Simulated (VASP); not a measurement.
# ZnS (F-43m) in VASP: further runs, part 2 of 2

VASP 6.6.1.

### 5 Single point, PBE

This run uses another cell than the first one, of 19.64 Å³/atom, 1.047 times its volume.

INCAR reads:

```
SYSTEM = ZnS
PREC = Accurate ; ENCUT = 500
EDIFF = 1E-6 ; ISMEAR = 0
SIGMA = 0.01 ; LREAL = .FALSE.
LASPH = .TRUE. ; NELM = 120
ALGO = Normal ; ISIF = 2
LWAVE = .FALSE. ; LCHARG = .FALSE.
GGA = PE ; NBANDS = 16
GGA_COMPAT = .FALSE.
```

KPOINTS reads:

```
regular mesh
0
G
  5 5 5
  0 0 0
```

POSCAR reads:

```
ZnS
1.0
    0.0000000000      2.6981939422      2.6981939422
    2.6981939422      0.0000000000      2.6981939422
    2.6981939422      2.6981939422      0.0000000000
Zn S
1 1
Direct
    0.2500000000      0.2500000000      0.2500000000
    0.0000000000      0.0000000000      0.0000000000
```

Potentials or basis: VASP PAW PBE potentials, release 64 (Zn, S).

Run with:

```bash
> cat potpaw_PBE.64/Zn/POTCAR potpaw_PBE.64/S/POTCAR > POTCAR
> mpirun -np 1 vasp_std > vasp.out
```

OUTCAR:

```text
SYSTEM = ZnS
   PREC = Accurate
   ENCUT = 500
   EDIFF = 1E-6
   ISMEAR = 0
   LREAL = .FALSE.
   LASPH = .TRUE.
   NELM = 120
   ISIF = 2
   GGA = PE

 ion  position               nearest neighbor table
   1  0.250  0.250  0.250-   2 2.34   2 2.34   2 2.34   2 2.34
   2  0.000  0.000  0.000-   1 2.34   1 2.34   1 2.34   1 2.34

  LATTYP: Found a face centered cubic cell.
 ALAT       =     5.3963878844

  Lattice vectors:

 A1 = (   0.0000000000,   2.6981939422,   2.6981939422)
 A2 = (   2.6981939422,   0.0000000000,   2.6981939422)
 A3 = (   2.6981939422,   2.6981939422,   0.0000000000)

Analysis of symmetry for initial positions (statically):
=====================================================================
 Subroutine PRICEL returns:
 Original cell was already a primitive cell.

 Routine SETGRP: Setting up the symmetry group for a
 face centered cubic supercell.

 Subroutine GETGRP returns: Found 24 space group operations
 (whereof 24 operations were pure point group operations)
 out of a pool of 48 trial point group operations.

The static configuration has the point symmetry T_d .

Analysis of symmetry for dynamics (positions and initial velocities):
=====================================================================
 Subroutine PRICEL returns:
 Original cell was already a primitive cell.

 Routine SETGRP: Setting up the symmetry group for a
 face centered cubic supercell.

 Subroutine GETGRP returns: Found 24 space group operations
 (whereof 24 operations were pure point group operations)
 out of a pool of 48 trial point group operations.

The dynamic configuration has the point symmetry T_d .

 Subroutine INISYM returns: Found 24 space group operations
 (whereof 24 operations are pure point group operations),
 and found     1 'primitive' translations

----------------------------------------------------------------------------------------

[... 95 lines left out ...]
   IMIX   =      4    mixing-type and parameters
     AMIX     =   0.40;   BMIX     =  1.00
     AMIX_MAG =   1.60;   BMIX_MAG =  1.00
  volume/ion in A,a.u.               =      19.64       132.56
  Fermi-wavevector in a.u.,A,eV,Ry     =   1.262067  2.384961 21.671547  1.592814
  Thomas-Fermi vector in A             =   2.395494
   LORBIT       =      0    0 simple, 1 ext, 2 COOP (PROOUT), +10 PAW based schemes
   GGA     = PE    functional components
   LHFCALC =     F    Hartree Fock is set to
   AEXX    =    0.0000 exact exchange contribution
   IVDW    =     0    specifies the selected vdW correction
   LEPSILON=     F    determine dielectric tensor
   LRPA    =     F    only Hartree local field effects (RPA)
 non-spin polarized calculation
 Gauss-broadening in eV      SIGMA  =   0.01
  energy-cutoff  :      500.00
  volume of cell :       39.29
 maximum number of plane-waves:      1006
   NGX = 13   NGY = 13   NGZ = 13

 number of electron      18.0000003 magnetization

 Free energy of the ion-electron system (eV)
  ---------------------------------------------------
  ext. energy  EPLUGINS =         0.00000000
  ---------------------------------------------------
  free energy    TOTEN  =        -6.83349942 eV

  energy without entropy =       -6.83349942  energy(sigma->0) =       -6.83349942

 E-fermi :   2.2483     XC(G=0):  -9.6470

 val. band max:        2.1542971359   @ k =   0.0000   0.0000   0.0000
 cond. band min:       4.2839130077   @ k =   0.0000   0.0000   0.0000
 fundamental gap:      2.1296158718
 Fermi energy:         2.2482923707

 k-point     1 :       0.0000    0.0000    0.0000
  band No.  band energies     occupation
      1     -11.0153      2.00000
      2      -4.2084      2.00000
      3      -4.2084      2.00000
      4      -4.2084      2.00000
      5      -3.7061      2.00000
      6      -3.7061      2.00000
[... 167 lines left out ...]
      3      -3.9792      2.00000
      4      -3.8158      2.00000
      5      -3.6911      2.00000
      6      -3.4707      2.00000
[... 8 lines left out ...]
     15      15.5116      0.00000
     16      17.6454      0.00000

------------------------ aborting loop because EDIFF is reached ----------------------------------------

  FORCE on cell =-STRESS in cart. coord.  units (eV):
  Direction    XX          YY          ZZ          XY          YZ          ZX
  --------------------------------------------------------------------------------------
  -------------------------------------------------------------------------------------
  Total        0.5283736      0.5283736      0.5283736      0.0000000     -0.0000000      0.0000000
  in kB       21.5477650     21.5477650     21.5477650      0.0000000     -0.0000000      0.0000000
  external PRESSURE =      21.5477650 kB  Pullay stress =       0.0000000 kB

 VOLUME and BASIS-vectors are now :
 -----------------------------------------------------------------------------
  energy-cutoff  :      500.00
  volume of cell :       39.29
      direct lattice vectors                 reciprocal lattice vectors
     0.000000000  2.698193942  2.698193942    -0.185309140  0.185309140  0.185309140
     2.698193942  0.000000000  2.698193942     0.185309140 -0.185309140  0.185309140
     2.698193942  2.698193942  0.000000000     0.185309140  0.185309140 -0.185309140

 POSITION                                       TOTAL-FORCE (eV/Angst)
 -----------------------------------------------------------------------------------
      1.34910      1.34910      1.34910        -0.000000     -0.000000      0.000000
      0.00000      0.00000      0.00000         0.000000      0.000000     -0.000000
 -----------------------------------------------------------------------------------
    total drift:                               -0.000001     -0.000001     -0.000001

  FREE ENERGIE OF THE ION-ELECTRON SYSTEM (eV)
  ---------------------------------------------------
  free  energy   TOTEN  =        -6.8334994218 eV

  energy  without entropy=       -6.8334994218  energy(sigma->0) =       -6.83349942
```

stdout:

```text
POSCAR found type information on POSCAR ZnS
 POSCAR found :  2 types and       2 ions
 scaLAPACK will be used
 LDA part: xc-table for (Slater+PW92), standard interpolation
 POSCAR, INCAR and KPOINTS ok, starting setup
 FFT: planning ... GRIDC
 FFT: planning ... GRID_SOFT
 FFT: planning ... GRID
 WAVECAR not read
 entering main loop
```

Run time: 4.7 s. Hardware: 1 thread of Intel Xeon Platinum 8488C (Sapphire Rapids), shared host; peak memory 0.15 GiB.

Results:

* Free energy: -6.8335 eV
* Pressure: 2.2 GPa
* Band gap on the k mesh: 2.13 eV, direct

Levels at points of the mesh, in eV from the valence-band top:
```csv
k point,band 6,band 7,band 8,band 9,band 10,band 11,band 12,band 13
"(0.00, 0.00, 0.00)",-5.86,0.00,0.00,0.00,2.13,6.39,6.39,6.39
```

### 6 Single point, PBE

This run uses another cell than the first one, of 19.16 Å³/atom, 1.022 times its volume.

INCAR reads:

```
PREC = Accurate ; ENCUT = 500
EDIFF = 1E-6 ; ISMEAR = 0
SIGMA = 0.01 ; LREAL = F
LASPH = T ; NELM = 120
ALGO = Normal ; ISIF = 2
LWAVE = F ; LCHARG = F
GGA = PE ; NBANDS = 16
GGA_COMPAT = F
```

KPOINTS reads:

```
regular mesh
0
Gamma
  5 5 5
```

POSCAR reads:

```
ZnS
1.0
    0.0000000000      2.6760455972      2.6760455972
    2.6760455972      0.0000000000      2.6760455972
    2.6760455972      2.6760455972      0.0000000000
Zn S
1 1
Direct
    0.2500000000      0.2500000000      0.2500000000
    0.0000000000      0.0000000000      0.0000000000
```

Potentials or basis: VASP PAW PBE potentials, release 64 (Zn, S).

Run with:

```bash
> cat potpaw_PBE.64/Zn/POTCAR potpaw_PBE.64/S/POTCAR > POTCAR
> mpirun -np 1 vasp_std > vasp.out
```

OUTCAR:

```text
PREC = Accurate
   ENCUT = 500
   EDIFF = 1E-6
   ISMEAR = 0
   LREAL = F
   LASPH = T
   NELM = 120
   ISIF = 2
   GGA = PE

 ion  position               nearest neighbor table
   1  0.250  0.250  0.250-   2 2.32   2 2.32   2 2.32   2 2.32
   2  0.000  0.000  0.000-   1 2.32   1 2.32   1 2.32   1 2.32

  LATTYP: Found a face centered cubic cell.
 ALAT       =     5.3520911944

  Lattice vectors:

 A1 = (   0.0000000000,   2.6760455972,   2.6760455972)
[... 359 lines left out ...]
------------------------ aborting loop because EDIFF is reached ----------------------------------------

  FORCE on cell =-STRESS in cart. coord.  units (eV):
  Direction    XX          YY          ZZ          XY          YZ          ZX
  --------------------------------------------------------------------------------------
  -------------------------------------------------------------------------------------
  Total        1.0102844      1.0102844      1.0102844      0.0000000     -0.0000000      0.0000000
  in kB       42.2322012     42.2322012     42.2322012      0.0000000     -0.0000000      0.0000000
  external PRESSURE =      42.2322012 kB  Pullay stress =       0.0000000 kB

 VOLUME and BASIS-vectors are now :
 -----------------------------------------------------------------------------
  energy-cutoff  :      500.00
  volume of cell :       38.33
      direct lattice vectors                 reciprocal lattice vectors
     0.000000000  2.676045597  2.676045597    -0.186842855  0.186842855  0.186842855
     2.676045597  0.000000000  2.676045597     0.186842855 -0.186842855  0.186842855
     2.676045597  2.676045597  0.000000000     0.186842855  0.186842855 -0.186842855

 POSITION                                       TOTAL-FORCE (eV/Angst)
 -----------------------------------------------------------------------------------
      1.33802      1.33802      1.33802         0.000000     -0.000000      0.000000
      0.00000      0.00000      0.00000         0.000000      0.000000     -0.000000
 -----------------------------------------------------------------------------------
    total drift:                               -0.000001     -0.000001     -0.000001

  FREE ENERGIE OF THE ION-ELECTRON SYSTEM (eV)
  ---------------------------------------------------
  free  energy   TOTEN  =        -6.8143666764 eV

  energy  without entropy=       -6.8143666764  energy(sigma->0) =       -6.81436668
```

stdout:

```text
POSCAR found type information on POSCAR ZnS
 POSCAR found :  2 types and       2 ions
 scaLAPACK will be used
 LDA part: xc-table for (Slater+PW92), standard interpolation
 POSCAR, INCAR and KPOINTS ok, starting setup
 FFT: planning ... GRIDC
 FFT: planning ... GRID_SOFT
 FFT: planning ... GRID
 WAVECAR not read
 entering main loop
```

Run time: 4.5 s. Hardware: 1 thread of Intel Xeon Platinum 8488C (Sapphire Rapids), shared host; peak memory 0.15 GiB.

What came out:

```yaml
Free_energy: -6.8144 eV
Pressure: 4.2 GPa
Band_gap_on_the_k_mesh: 2.24 eV, direct
```

### 7 Overview

```csv
cell,gap on the mesh (eV),pressure (GPa)
"a = 3.758 Å, angles 60.0°, 2 atoms",2.34,6.2
"a = 3.732 Å, angles 60.0°, 2 atoms",2.43,8.2
"a = 3.850 Å, angles 60.0°, 2 atoms",2.01,0.2
"a = 3.816 Å, angles 60.0°, 2 atoms",2.13,2.2
"a = 3.784 Å, angles 60.0°, 2 atoms",2.24,4.2
```

Alike in all rows: task single point; level PBE; potentials or basis VASP PAW PBE potentials, release 64 (Zn, S); no spin polarisation; k mesh 5 × 5 × 5; cutoff (eV) 500; smearing gaussian 0.01 eV.

Absolute energies hang on the potentials; compare differences alone.

### 8 Against experiment

Step 4. Measured gap of ZnS: 3.85 eV (direct; 19 K; quoted in “Electronic, vibrational, and thermodynamic properties of ZnS (zincblende and rocksalt structure)”, 2009, arxiv:0911.5022). This calculation gives 2.01 eV (-1.84 eV). The value is that of PBE, without temperature or zero-point motion. Semilocal functionals fall short of measured gaps as a rule.

Step 5. A measured gap of ZnS is 3.85 eV (direct; 19 K; quoted in “Electronic, vibrational, and thermodynamic properties of ZnS (zincblende and rocksalt structure)”, 2009, arxiv:0911.5022); the calculated 2.13 eV misses it by -1.72 eV. The value is that of PBE, without temperature or zero-point motion. Semilocal functionals fall short of measured gaps as a rule.
